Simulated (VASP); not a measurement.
# NiO in VASP: a series of runs, part 3 of 3

VASP 6.6.1.

### Step 5. Electric field gradients, PBE+U, collinear spin, antiferromagnetic start

This run uses another cell than the first one, of 9.60 Å³/atom, 0.988 times its volume.

File INCAR:

```
SYSTEM = NiO
ALGO = Normal
EDIFF = 1E-8
ENCUT = 520
GGA = PE
ISIF = 2
ISMEAR = 0
ISPIN = 2
LASPH = .True.
LCHARG = .False.
LDAU = .True.
LDAUJ = 0 0
LDAUL = 2 -1
LDAUPRINT = 1
LDAUTYPE = 2
LDAUU = 6.2 0
LEFG = .True.
LMAXMIX = 4
LORBIT = 11
LREAL = .False.
LWAVE = .False.
MAGMOM = 1.85 -1.85 0 0
NBANDS = 28
NELM = 150
PREC = Accurate
SIGMA = 0.05
```

File KPOINTS:

```
k-points
0
Gamma
  10 10 10
  0 0 0
```

File POSCAR:

```
NiO
1.0
    0.0000000000      2.1261677476      2.1261677476
    2.1261677476      0.0000000000      2.1261677476
    4.2493520266      2.1231842790     -2.1231842790
Ni O
2 2
Direct
    0.0000000000      0.0000000000      0.0000000000
    0.5000000000      0.0000000000      0.5000000000
    0.7500000000      0.4999999999      0.2500000001
    1.2500000000      0.5000000001      0.7499999999
```

Potentials or basis: VASP PAW PBE potentials, release 64 (Ni, O).

Command:

```sh
$ cat potpaw_PBE.64/Ni/POTCAR potpaw_PBE.64/O/POTCAR > POTCAR
$ mpirun -np 1 vasp_std > vasp.out
```

OUTCAR:

```text
SYSTEM = NiO
   EDIFF = 1E-8
   ENCUT = 520
   GGA = PE
   ISIF = 2
   ISMEAR = 0
   ISPIN = 2
   LASPH = .True.
   LORBIT = 11
   LREAL = .False.
   NELM = 150
   PREC = Accurate

 ion  position               nearest neighbor table
   1  0.000  0.000  0.000-   3 2.13   3 2.13   4 2.13   4 2.13   3 2.13   4 2.13   2 3.00   2 3.00
                             2 3.00   2 3.00   2 3.00   2 3.00
   2  0.500  0.000  0.500-   3 2.13   4 2.13   4 2.13   4 2.13   3 2.13   3 2.13   1 3.00   1 3.00
                             1 3.00   1 3.00   1 3.00   1 3.00
   3  0.750  0.500  0.250-   2 2.13   2 2.13   2 2.13   1 2.13   1 2.13   1 2.13
   4  0.250  0.500  0.750-   2 2.13   2 2.13   2 2.13   1 2.13   1 2.13   1 2.13

  LATTYP: Found a trigonal (rhomboedric) cell.
 ALAT       =     5.2031543905
 COS(alpha) =     0.8330210882

  Lattice vectors:

 A1 = (   4.2493520266,   2.1231842790,  -2.1231842790)
 A2 = (   2.1231842790,   2.1231842790,  -4.2493520266)
 A3 = (   2.1231842790,   4.2493520266,  -2.1231842790)

Analysis of symmetry for initial positions (statically):
=====================================================================
 Subroutine PRICEL returns following result:

  LATTYP: Found a trigonal (rhomboedric) cell.
 ALAT       =     3.0047460040
 COS(alpha) =     0.4992977773
[... 12 lines left out ...]
 Subroutine GETGRP returns: Found 12 space group operations
 (whereof 12 operations were pure point group operations)
 out of a pool of 12 trial point group operations.

The static configuration has the point symmetry D_3d.

Analysis of symmetry for dynamics (positions and initial velocities):
=====================================================================
 Subroutine PRICEL returns following result:

  LATTYP: Found a trigonal (rhomboedric) cell.
 ALAT       =     3.0047460040
 COS(alpha) =     0.4992977773
[... 12 lines left out ...]
 Subroutine GETGRP returns: Found 12 space group operations
 (whereof 12 operations were pure point group operations)
 out of a pool of 12 trial point group operations.

The dynamic configuration has the point symmetry D_3d.

Analysis of structural, dynamic, and magnetic symmetry:
=====================================================================
 Subroutine PRICEL returns following result:

  LATTYP: Found a trigonal (rhomboedric) cell.
 ALAT       =     3.0047460040
 COS(alpha) =     0.4992977773
[... 12 lines left out ...]
 Subroutine GETGRP returns: Found 12 space group operations
 (whereof 12 operations were pure point group operations)
 out of a pool of 12 trial point group operations.

The overall configuration has the point symmetry D_3d.

 Subroutine INISYM returns: Found 12 space group operations
 (whereof 12 operations are pure point group operations),
 and found     2 'primitive' translations

----------------------------------------------------------------------------------------

                                     Primitive cell

  volume of cell :      19.2028

  direct lattice vectors                    reciprocal lattice vectors
    -2.124676013  0.001491734  2.124676013    -0.235247471  0.235082304  0.235247471
    -2.124676013 -2.124676013 -0.001491734    -0.235247471 -0.235247471 -0.235082304
[... 197 lines left out ...]

 Free energy of the ion-electron system (eV)
  ---------------------------------------------------
  ext. energy  EPLUGINS =         0.00000000
  ---------------------------------------------------
  free energy    TOTEN  =       -20.43400385 eV

  energy without entropy =      -20.43400385  energy(sigma->0) =      -20.43400385

 E-fermi :   5.9266     XC(G=0): -12.3383

 val. band max:        5.6365345661   @ k =   0.0000   0.0000   0.5000
 cond. band min:       8.6726177451   @ k =   0.0000   0.0000   0.0000
 fundamental gap:      3.0360831790
 Fermi energy:         5.9266347783

 spin component 1

 k-point     1 :       0.0000    0.0000    0.0000
  band No.  band energies     occupation
      1     -12.2165      1.00000
      2     -10.9143      1.00000
      3      -0.9623      1.00000
      4      -0.4521      1.00000
      5      -0.4520      1.00000
      6       1.3819      1.00000
[... 1481 lines left out ...]
     27      26.7681      0.00000
     28      27.6266      0.00000

 [... further k-points ...]

------------------------ aborting loop because EDIFF is reached ----------------------------------------

  FORCE on cell =-STRESS in cart. coord.  units (eV):
  Direction    XX          YY          ZZ          XY          YZ          ZX
  --------------------------------------------------------------------------------------
  -------------------------------------------------------------------------------------
  Total       -1.9074259     -1.9074259     -1.9074259      0.0037702     -0.0037702     -0.0037702
  in kB      -79.5724976    -79.5724976    -79.5724976      0.1572817     -0.1572817     -0.1572817
  external PRESSURE =     -79.5724976 kB  Pullay stress =       0.0000000 kB

 VOLUME and BASIS-vectors are now :
 -----------------------------------------------------------------------------
  energy-cutoff  :      520.00
  volume of cell :       38.41
      direct lattice vectors                 reciprocal lattice vectors
     0.000000000  2.126167748  2.126167748    -0.117541152  0.352788624  0.117541152
     2.126167748  0.000000000  2.126167748     0.235082304 -0.235247471  0.235247471
     4.249352027  2.123184279 -2.123184279     0.117706319  0.117706319 -0.117706319

 POSITION                                       TOTAL-FORCE (eV/Angst)
 -----------------------------------------------------------------------------------
      0.00000      0.00000      0.00000        -0.000000      0.000000      0.000000
      2.12468      2.12468      0.00149         0.000000      0.000000      0.000000
      2.12542      2.12542      2.12691        -0.000000     -0.000000      0.000000
      4.25010      2.12393      0.00224        -0.000000     -0.000000     -0.000000
 -----------------------------------------------------------------------------------
    total drift:                                0.000000     -0.000000      0.000000

  FREE ENERGIE OF THE ION-ELECTRON SYSTEM (eV)
  ---------------------------------------------------
  free  energy   TOTEN  =       -20.4340038508 eV

  energy  without entropy=      -20.4340038508  energy(sigma->0) =      -20.43400385

 Electric field gradients (V/A^2)
---------------------------------------------------------------------
 ion       V_xx      V_yy      V_zz      V_xy      V_xz      V_yz
---------------------------------------------------------------------
   1       0.001     0.002    -0.003    -0.024     0.021     0.020
   2       0.001     0.002    -0.003    -0.024     0.021     0.020
   3      -0.001     0.002    -0.002    -0.660     0.658     0.656
   4      -0.001     0.002    -0.002    -0.660     0.658     0.656
---------------------------------------------------------------------

 Electric field gradients after diagonalization (V/A^2)
 (convention: |V_zz| > |V_xx| > |V_yy|)
----------------------------------------------------------------------
 ion       V_xx      V_yy      V_zz     asymmetry (V_yy - V_xx)/ V_zz
----------------------------------------------------------------------
   1       0.026     0.018    -0.044       0.177
   2       0.026     0.018    -0.044       0.177
   3       0.661     0.655    -1.316       0.004
   4       0.661     0.655    -1.316       0.004
----------------------------------------------------------------------

           NMR quadrupolar parameters

 Cq : quadrupolar parameter    Cq=e*Q*V_zz/h
 eta: asymmetry parameters     (V_yy - V_xx)/ V_zz
 Q  : nuclear electric quadrupole moment in mb (millibarn)
----------------------------------------------------------------------
 ion       Cq(MHz)       eta       Q (mb)
----------------------------------------------------------------------
   1      -0.000       0.177       1.000
   2      -0.000       0.177       1.000
   3      -0.003       0.004       1.000
   4      -0.003       0.004       1.000
----------------------------------------------------------------------

 total charge

# of ion       s       p       d       tot
------------------------------------------
    1        0.327   0.384   8.199   8.909
    2        0.327   0.384   8.199   8.909
    3        1.550   3.446   0.000   4.996
    4        1.550   3.446   0.000   4.996
--------------------------------------------------
tot          3.754   7.659  16.397  27.810

 magnetization (x)

# of ion       s       p       d       tot
------------------------------------------
    1       -0.001  -0.004   1.764   1.759
    2        0.001   0.004  -1.764  -1.759
    3        0.000   0.000   0.000   0.000
    4        0.000   0.000   0.000   0.000
--------------------------------------------------
tot          0.000   0.000   0.000   0.000
```

Wall time 2.5 min (1 thread of Intel Xeon Platinum 8559C (Emerald Rapids), shared host); peak memory 0.3 GiB.

Results:

- Free energy: -20.4340 eV
- Pressure: -8.0 GPa
- Band gap on the k mesh: 3.04 eV
- Net moment: 0.00 μB per cell
- Site moments: Ni +1.76, -1.76; O +0.00 μB
- Valence electrons inside the program's atomic spheres: Ni 8.91; O 5.00

Levels at points of the mesh, in eV from the valence-band top:
Spin up:
| k point | band 12 | band 13 | band 14 | band 15 | band 16 | band 17 | band 18 | band 19 | band 20 | band 21 |
| --- | --- | --- | --- | --- | --- | --- | --- | --- | --- | --- |
| (0.00, 0.00, 0.00) | -0.70 | -0.70 | -0.68 | -0.68 | -0.67 | 3.04 | 4.24 | 4.24 | 7.14 | 11.31 |
| (0.50, 0.00, 0.00) | -2.21 | -1.87 | -1.66 | -1.22 | -0.58 | 4.17 | 4.19 | 8.74 | 9.04 | 10.93 |
| (0.00, 0.50, 0.00) | -2.04 | -1.98 | -1.97 | -0.63 | -0.53 | 4.41 | 4.54 | 7.15 | 7.49 | 11.30 |
| (0.00, 0.00, 0.50) | -1.93 | -1.25 | -1.25 | 0.00 | 0.00 | 4.11 | 4.11 | 5.74 | 5.86 | 12.99 |
Spin down:
| k point | band 13 | band 14 | band 15 | band 16 | band 17 | band 18 | band 19 | band 20 |
| --- | --- | --- | --- | --- | --- | --- | --- | --- |
| (0.00, 0.00, 0.00) | -0.70 | -0.68 | -0.68 | -0.67 | 3.04 | 4.24 | 4.24 | 7.14 |
| (0.50, 0.00, 0.00) | -1.87 | -1.66 | -1.22 | -0.58 | 4.17 | 4.19 | 8.74 | 9.04 |
| (0.00, 0.50, 0.00) | -1.98 | -1.97 | -0.63 | -0.53 | 4.41 | 4.54 | 7.15 | 7.49 |
| (0.00, 0.00, 0.50) | -1.25 | -1.25 | 0.00 | 0.00 | 4.11 | 4.11 | 5.74 | 5.86 |

Electric field gradients, principal values (V/Å²):
```
atom  least  middle  greatest (by size)
1 Ni  0.018   0.026              -0.044
2 Ni  0.018   0.026              -0.044
 3 O  0.655   0.661              -1.316
 4 O  0.655   0.661              -1.316
```

Eigenvalues of the final occupation matrices:
| site | spin | trace | eigenvalues |
| --- | --- | --- | --- |
| site 1 d | 1 | 4.99 | 0.98 0.98 0.98 1.02 1.02 |
| site 1 d | 2 | 3.23 | 0.14 0.14 0.98 0.98 0.98 |
| site 2 d | 1 | 3.23 | 0.14 0.14 0.98 0.98 0.98 |
| site 2 d | 2 | 4.99 | 0.98 0.98 0.98 1.02 1.02 |

Caveat: without QUAD_EFG the Cq values of the log hold for a quadrupole moment of 1 mb, not for the nuclei. The state reached can hang on the start; a lower one may exist.

### Step 6. Summary

| task | cell | k mesh | gap on the mesh (eV) | pressure (GPa) | moment (μB) |
| --- | --- | --- | --- | --- | --- |
| single point | a = 3.018, b = 3.018, c = 5.227 Å, angles 73.2, 90.0, 60.0°, 4 atoms | 6 × 6 × 6 | 2.95 | -9.7 | 0.00 |
| single point | a = 3.018, b = 3.018, c = 4.268 Å, 4 atoms | 8 × 8 × 6 | 2.43 | -8.0 | 0.00 |
| single point | a = 2.950, b = 2.950, c = 5.109 Å, angles 73.2, 90.0, 60.0°, 4 atoms | 10 × 10 × 10 | 3.45 | 1.5 | 0.00 |
| electric field gradients | a = 3.007, b = 3.007, c = 5.203 Å, angles 73.2, 90.0, 60.0°, 4 atoms | 10 × 10 × 10 | 3.04 | -8.0 | 0.00 |

Alike in all rows: level PBE+U; potentials or basis VASP PAW PBE potentials, release 64 (Ni, O); spin collinear, antiferromagnetic start; Ni d U = 6.2 eV; cutoff (eV) 520; smearing gaussian 0.05 eV.

Caveats: some runs use coarse meshes.

Absolute energies hang on the potentials; compare differences alone.
